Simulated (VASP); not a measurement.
A run of VASP 6.6.1 is set up as follows.

The input INCAR:

```
SYSTEM = Hg
ALGO = Normal
EDIFF = 1E-6
ENCUT = 520
ISIF = 2
ISMEAR = -1
LASPH = .True.
LCHARG = .False.
LREAL = .False.
LWAVE = .False.
NBANDS = 12
NELM = 100
PREC = Accurate
SIGMA = 0.2
```

The input KPOINTS:

```
k-points
0
Gamma
  11 11 11
  0 0 0
```

POSCAR

```
Hg
1.0
    1.7463233735      1.0082402698      2.1478810803
   -1.7463233735      1.0082402698      2.1478810803
    0.0000000000     -2.0164805396      2.1478810803
Hg
1
Direct
    0.0000000000      1.0000000000      0.0000000000
```

Potentials or basis: VASP PAW LDA potentials, release 64 (Hg).

Command:

```sh
$ cat potpaw_LDA.64/Hg/POTCAR > POTCAR
$ mpirun -np 1 vasp_std > vasp.out
```

**Question.** What does it give for the band gap on the k mesh?

**Answer.** Zero (band 6 reaches 4.07 eV, above the bottom of band 7 at 1.30 eV).

**Question.** Predict the pressure.

**Answer.** 0.7 GPa.

Stress tensor (GPa, compression positive):
```
0.61 0.00 0.00
0.00 0.61 0.00
0.00 0.00 0.85
```

Caveat: spin-orbit coupling is left out, which moves the levels of the heavy elements.
